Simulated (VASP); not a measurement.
# EuO (u2) (Fm-3m) in VASP: further runs, part 2 of 2

VASP 6.6.1.

**3. Relaxation of cell and atoms, PBE+U, collinear spin, ferromagnetic start**

This run uses another cell than the first one, of 17.01 Å³/atom, 0.981 times its volume.

File INCAR:

```
ALGO = Normal
EDIFF = 1E-7
EDIFFG = -0.002
ENCUT = 600
GGA = PE
GGA_COMPAT = F
IBRION = 2
ISIF = 3
ISMEAR = 0
ISPIN = 2
LASPH = T
LCHARG = F
LDAU = T
LDAUJ = 0 0
LDAUL = 3 -1
LDAUPRINT = 1
LDAUTYPE = 2
LDAUU = 6 0
LMAXMIX = 6
LORBIT = 11
LREAL = F
LWAVE = F
MAGMOM = 7.43 0
NELM = 200
NELMIN = 4
NSW = 100
PREC = Accurate
SIGMA = 0.01
```

File KPOINTS:

```
k-points
0
Gamma
  12 12 12
```

File POSCAR:

```
EuO
1.0
    0.0000000000      2.5719500000      2.5719500000
    2.5719500000      0.0000000000      2.5719500000
    2.5719500000      2.5719500000      0.0000000000
Eu O
1 1
Direct
    0.0000000000      0.0000000000      0.0000000000
    0.5000000000      0.5000000000      0.5000000000
```

Potentials or basis: VASP PAW PBE potentials, release 64 (Eu, O).

On the command line:

```bash
> cat potpaw_PBE.64/Eu/POTCAR potpaw_PBE.64/O/POTCAR > POTCAR
> mpirun -np 1 vasp_std > vasp.out
```

OUTCAR:

```text
EDIFF = 1E-7
   EDIFFG = -0.002
   ENCUT = 600
   GGA = PE
   IBRION = 2
   ISIF = 3
   ISMEAR = 0
   ISPIN = 2
   LASPH = T
   LORBIT = 11
   LREAL = F
   NELM = 200
   NELMIN = 4
   NSW = 100
   PREC = Accurate

 ion  position               nearest neighbor table
   1  0.000  0.000  0.000-   2 2.57   2 2.57   2 2.57   2 2.57   2 2.57   2 2.57
   2  0.500  0.500  0.500-   1 2.57   1 2.57   1 2.57   1 2.57   1 2.57   1 2.57

  LATTYP: Found a face centered cubic cell.
 ALAT       =     5.1439000000

  Lattice vectors:

 A1 = (   0.0000000000,   2.5719500000,   2.5719500000)
 A2 = (   2.5719500000,   0.0000000000,   2.5719500000)
 A3 = (   2.5719500000,   2.5719500000,   0.0000000000)

Analysis of symmetry for initial positions (statically):
=====================================================================
 Subroutine PRICEL returns:
 Original cell was already a primitive cell.

 Routine SETGRP: Setting up the symmetry group for a
 face centered cubic supercell.

 Subroutine GETGRP returns: Found 48 space group operations
 (whereof 48 operations were pure point group operations)
 out of a pool of 48 trial point group operations.
[... 462 lines left out ...]
  o =  0.0012  v =  0.0000  0.0000  0.0000  0.0000  0.0000  0.0000  0.0000 -0.0077 -0.0000  0.0099  0.0000 -0.0522 -0.9977 -0.0404      0.0000  0.0000  0.0000  0.0000  0.0000  0.0000  0.0000  0.0000  0.0000  0.0000  0.0000  0.0000  0.0000  0.0000
  o =  0.0043  v =  0.0000  0.0000  0.0000  0.0000  0.0000  0.0000  0.0000 -0.7906  0.0000 -0.6124 -0.0047  0.0012  0.0000 -0.0015      0.0000  0.0000  0.0000  0.0000  0.0000  0.0000  0.0000  0.0000  0.0000  0.0000  0.0000  0.0000  0.0000  0.0000
  o =  0.0043  v =  0.0000  0.0000  0.0000  0.0000  0.0000  0.0000  0.0000  0.0037  0.0000  0.0029 -1.0000 -0.0008 -0.0000  0.0011      0.0000  0.0000  0.0000  0.0000  0.0000  0.0000  0.0000  0.0000  0.0000  0.0000  0.0000  0.0000  0.0000  0.0000
  o =  0.0043  v =  0.0000  0.0000  0.0000  0.0000  0.0000  0.0000  0.0000  0.0015  0.0000  0.0012 -0.0014  0.6124  0.0000 -0.7906      0.0000  0.0000  0.0000  0.0000  0.0000  0.0000  0.0000  0.0000  0.0000  0.0000  0.0000  0.0000  0.0000  0.0000
  o =  0.9639  v =  0.0000  1.0000  0.0000 -0.0000 -0.0000 -0.0000  0.0000  0.0000  0.0000  0.0000  0.0000  0.0000  0.0000  0.0000      0.0000  0.0000  0.0000  0.0000  0.0000  0.0000  0.0000  0.0000  0.0000  0.0000  0.0000  0.0000  0.0000  0.0000
  o =  0.9740  v =  0.0000 -0.0000 -0.0000  0.0088 -0.6123  0.0000  0.7905  0.0000  0.0000  0.0000  0.0000  0.0000  0.0000  0.0000      0.0000  0.0000  0.0000  0.0000  0.0000  0.0000  0.0000  0.0000  0.0000  0.0000  0.0000  0.0000  0.0000  0.0000
  o =  0.9740  v =  0.0000 -0.0000  0.0000 -1.0000 -0.0054 -0.0000  0.0069  0.0000  0.0000  0.0000  0.0000  0.0000  0.0000  0.0000      0.0000  0.0000  0.0000  0.0000  0.0000  0.0000  0.0000  0.0000  0.0000  0.0000  0.0000  0.0000  0.0000  0.0000
  o =  0.9740  v = -0.7906  0.0000 -0.6124 -0.0000  0.0000  0.0000 -0.0000  0.0000  0.0000  0.0000  0.0000  0.0000  0.0000  0.0000      0.0000  0.0000  0.0000  0.0000  0.0000  0.0000  0.0000  0.0000  0.0000  0.0000  0.0000  0.0000  0.0000  0.0000
  o =  0.9754  v =  0.0000 -0.0000 -0.0000  0.0000  0.0507 -0.9979  0.0393  0.0000  0.0000  0.0000  0.0000  0.0000  0.0000  0.0000      0.0000  0.0000  0.0000  0.0000  0.0000  0.0000  0.0000  0.0000  0.0000  0.0000  0.0000  0.0000  0.0000  0.0000
  o =  0.9754  v =  0.0000  0.0000  0.0000 -0.0000  0.7889  0.0642  0.6111  0.0000  0.0000  0.0000  0.0000  0.0000  0.0000  0.0000      0.0000  0.0000  0.0000  0.0000  0.0000  0.0000  0.0000  0.0000  0.0000  0.0000  0.0000  0.0000  0.0000  0.0000
  o =  0.9754  v = -0.6124 -0.0000  0.7906  0.0000 -0.0000 -0.0000  0.0000  0.0000  0.0000  0.0000  0.0000  0.0000  0.0000  0.0000      0.0000  0.0000  0.0000  0.0000  0.0000  0.0000  0.0000  0.0000  0.0000  0.0000  0.0000  0.0000  0.0000  0.0000

--------------------------------------- Ionic step        8  -------------------------------------------

 number of electron      22.9999998 magnetization       7.0000001

 Free energy of the ion-electron system (eV)
  ---------------------------------------------------
  ext. energy  EPLUGINS =         0.00000000
  ---------------------------------------------------
  free energy    TOTEN  =       -21.13501743 eV

  energy without entropy =      -21.13501730  energy(sigma->0) =      -21.13501737

 E-fermi :   3.5735     XC(G=0): -10.6797

 val. band max:        3.5527783433   @ k =   0.0000   0.0000   0.0000
 cond. band min:       3.5942867065   @ k =   0.5000   0.5000   0.0000
 fundamental gap:      0.0415083632
 Fermi energy:         3.5735325203

 spin component 1

 k-point     1 :       0.0000    0.0000    0.0000
  band No.  band energies     occupation
      1     -36.1110      1.00000
      2     -14.6992      1.00000
      3     -14.6992      1.00000
      4     -14.6992      1.00000
      5     -14.0075      1.00000
      6       0.6093      1.00000
[... 1080 lines left out ...]
  FREE ENERGIE OF THE ION-ELECTRON SYSTEM (eV)
  ---------------------------------------------------
  free  energy   TOTEN  =       -21.1350174329 eV

  energy  without entropy=      -21.1350173010  energy(sigma->0) =      -21.13501737

 reached required accuracy - stopping structural energy minimisation

 total charge

# of ion       s       p       d       f       tot
--------------------------------------------------
    1        2.032   5.801   0.294   6.820  14.947
    2        1.551   3.403   0.000   0.000   4.954
--------------------------------------------------
tot          3.583   9.203   0.294   6.820  19.901

 magnetization (x)

# of ion       s       p       d       f       tot
--------------------------------------------------
    1       -0.014  -0.113   0.067   6.788   6.728
    2       -0.005  -0.088   0.000   0.000  -0.092
--------------------------------------------------
tot         -0.019  -0.201   0.067   6.788   6.636
```

OSZICAR:

```text
N       E                     dE             d eps       ncg     rms          rms(c)
DAV:   1     0.168585190756E+03    0.16859E+03   -0.99389E+03  7022   0.624E+03
DAV:   2     0.989970177412E+01   -0.15869E+03   -0.13883E+03  7029   0.421E+02
DAV:   3    -0.143019475585E+02   -0.24202E+02   -0.23574E+02  8150   0.163E+02
DAV:   4    -0.166007755175E+02   -0.22988E+01   -0.22804E+01 10524   0.354E+01
[... 73 lines left out ...]
DAV:   1    -0.211350252288E+02   -0.75114E-05   -0.77438E-05  8249   0.146E-01    0.106E-01
DAV:   2    -0.211350151293E+02    0.10100E-04   -0.54968E-05  7570   0.181E-01    0.103E-01
DAV:   3    -0.211350174784E+02   -0.23491E-05   -0.26730E-06  9242   0.183E-02    0.540E-02
DAV:   4    -0.211350173357E+02    0.14263E-06   -0.52525E-07  6292   0.186E-02    0.279E-02
DAV:   5    -0.211350174329E+02   -0.97180E-07   -0.54191E-08  5689   0.366E-03
   8 F= -.21135017E+02 E0= -.21135017E+02  d E =-.145658E-05  mag=     7.0000
```

It took 6.3 min on 1 thread of Intel Xeon 6975P-C (Granite Rapids), shared host; peak memory 0.28 GiB.

What came out:

| Property | Result |
| --- | --- |
| Free energy | -21.1350 eV |
| Relaxed volume | 17.25 Å³/atom |
| Relaxed cell | a = 3.654 Å, b = 3.654 Å, c = 3.654 Å, α = 60.00°, β = 60.00°, γ = 60.00° |
| Space group after relaxing (to 0.05 Å) | Fm-3m (No. 225) |
| Energy gained by relaxing | 0.9 meV/atom |
| Ionic steps | 8 |
| Pressure after relaxing | 0.0 GPa |
| Band gap on the k mesh | 0.04 eV, indirect (least direct gap 0.21 eV) |
| Net moment | 7.00 μB per cell |
| Site moments | Eu +6.73; O -0.09 μB |
| Valence electrons inside the program's atomic spheres | Eu 14.95; O 4.95 |

The path:
| step | energy change (eV) | largest force (eV/Å) | pressure (GPa) | volume (Å³) |
| --- | --- | --- | --- | --- |
| 1 | 0.0000 | 0.0000 | 1.19 | 34.03 |
| 2 | -0.0017 | 0.0000 | -0.35 | 34.65 |
| 3 | -0.0018 | 0.0000 | -0.04 | 34.51 |
| 4 | -0.0018 | 0.0000 | 0.13 | 34.50 |
| 5 | -0.0018 | 0.0000 | 0.08 | 34.51 |
| 6 | -0.0018 | 0.0000 | -0.06 | 34.52 |
| 7 | -0.0018 | 0.0000 | -0.04 | 34.51 |
| 8 | -0.0018 | 0.0000 | -0.01 | 34.51 |

Final structure:
```
Eu O
1.0
     0.00000    2.58403    2.58403
     2.58403    0.00000    2.58403
     2.58403    2.58403    0.00000
Eu O
1 1
Direct
  0.00000 0.00000 0.00000
  0.50000 0.50000 0.50000
```

Levels at points of the mesh, in eV from the valence-band top:
Spin up:
| k point | band 13 | band 14 | band 15 | band 16 | band 17 | band 18 |
| --- | --- | --- | --- | --- | --- | --- |
| (0.00, 0.00, 0.00) | 0.00 | 0.00 | 0.00 | 0.86 | 2.96 | 2.96 |
| (0.50, 0.00, 0.00) | -0.52 | -0.48 | -0.47 | 3.51 | 5.65 | 5.65 |
| (0.50, 0.50, 0.00) | -0.49 | -0.17 | -0.17 | 0.04 | 4.63 | 7.03 |
Spin down:
```csv
k point,band 4,band 5,band 6,band 7,band 8,band 9,band 10,band 11,band 12,band 13
"(0.00, 0.00, 0.00)",-15.93,-15.93,-2.56,-2.56,-2.56,1.64,3.92,3.92,3.92,6.25
"(0.50, 0.00, 0.00)",-16.03,-14.97,-4.63,-3.69,-3.69,4.14,6.34,6.68,6.68,9.13
"(0.50, 0.50, 0.00)",-16.37,-16.37,-2.66,-2.54,-2.54,0.89,5.50,7.80,8.26,9.33
```

Eigenvalues of the final occupation matrices:
| site | spin | trace | eigenvalues |
| --- | --- | --- | --- |
| site 1 f | 1 | 6.81 | 0.96 0.97 0.97 0.97 0.98 0.98 0.98 |
| site 1 f | 2 | 0.02 | 0.00 0.00 0.00 0.00 0.00 0.00 0.00 |

Caveat: spin-orbit coupling is left out, which moves the levels of the heavy elements; a cell with one magnetic atom can't hold antiferromagnetic order, which such compounds often take. Zero-point motion and thermal expansion aren't in these numbers.

**4. Single point, PBE+U, collinear spin, ferromagnetic start**

File INCAR:

```
  PREC = Accurate
  ENCUT = 600
  EDIFF = 1E-6
  ISMEAR = -1
  SIGMA = 0.05
  LREAL = False
  LASPH = True
  NELM = 200
  ALGO = Normal
  ISIF = 2
  LWAVE = False
  LCHARG = False
  ISPIN = 2
  MAGMOM = 7.44 0
  LORBIT = 11
  LMAXMIX = 6
  LDAU = True
  LDAUTYPE = 2
  LDAUL = 3 -1
  LDAUU = 6 0
  LDAUJ = 0 0
  LDAUPRINT = 1
  GGA = PE
  NBANDS = 22
  GGA_COMPAT = False
```

File KPOINTS:

```
Automatic mesh
0
Gamma
  12 12 12
```

File POSCAR:

```
EuO
1.0
    0.0000000000      2.5881697498      2.5881697498
    2.5881697498      0.0000000000      2.5881697498
    2.5881697498      2.5881697498      0.0000000000
Eu O
1 1
Direct
    0.0000000000      0.0000000000      0.0000000000
    0.5000000000      0.5000000000      0.5000000000
```

On the command line:

```bash
> cat potpaw_PBE.64/Eu/POTCAR potpaw_PBE.64/O/POTCAR > POTCAR
> mpirun -np 1 vasp_std > vasp.out
```

Wall time 1.8 min (1 thread of Intel Xeon 6975P-C (Granite Rapids), shared host); peak memory 0.28 GiB.

It converged, with:

- Free energy: -21.1358 eV
- Pressure: -0.4 GPa
- Net moment: 7.00 μB per cell
- Site moments: Eu +6.73; O -0.09 μB
- Valence electrons inside the program's atomic spheres: Eu 14.94; O 4.95

Levels at points of the mesh, in eV from the Fermi level:
Spin up:
```
           k point  band 13  band 14  band 15  band 16  band 17  band 18
(0.00, 0.00, 0.00)    -0.12    -0.12    -0.12     0.73     2.85     2.85
(0.50, 0.00, 0.00)    -0.64    -0.60    -0.59     3.39     5.53     5.53
(0.50, 0.50, 0.00)    -0.61    -0.29    -0.29    -0.05     4.49     6.90
```
Spin down:
```tsv
k point	band 6	band 7	band 8	band 9	band 10	band 11
(0.00, 0.00, 0.00)	-2.66	-2.66	-2.66	1.50	3.81	3.81
(0.50, 0.00, 0.00)	-4.72	-3.78	-3.78	4.02	6.21	6.55
(0.50, 0.50, 0.00)	-2.77	-2.64	-2.64	0.80	5.36	7.66
```

Eigenvalues of the final occupation matrices:
```tsv
site	spin	trace	eigenvalues
site 1 f	1	6.81	0.96 0.97 0.97 0.97 0.98 0.98 0.98
site 1 f	2	0.02	0.00 0.00 0.00 0.00 0.00 0.00 0.00
```

Caveat: spin-orbit coupling is left out, which moves the levels of the heavy elements; a cell with one magnetic atom can't hold antiferromagnetic order, which such compounds often take. The state reached can hang on the start; a lower one may exist.

**5. Summary**

```tsv
task	cell	smearing	gap on the mesh (eV)	pressure (GPa)	moment (μB)
single point	a = 3.660 Å, angles 60.0°, 2 atoms	gaussian 0.01 eV	0.06	-0.4	7.00
relaxation of cell and atoms	relaxed from a = 3.637 Å, angles 60.0°, 2 atoms	gaussian 0.01 eV	0.04	0.0	7.00
single point	a = 3.660 Å, angles 60.0°, 2 atoms	fermi-dirac 0.05 eV	-	-0.4	7.00
```

Alike in all rows: level PBE+U; potentials or basis VASP PAW PBE potentials, release 64 (Eu, O); spin collinear, ferromagnetic start; Eu f U = 6.0 eV; k mesh 12 × 12 × 12; cutoff (eV) 600.

Caveats: spin-orbit coupling is left out, which moves the levels of the heavy elements; a cell with one magnetic atom can't hold antiferromagnetic order, which such compounds often take.

Total energies depend on the potentials used, so only differences within one code and one set of settings carry meaning.
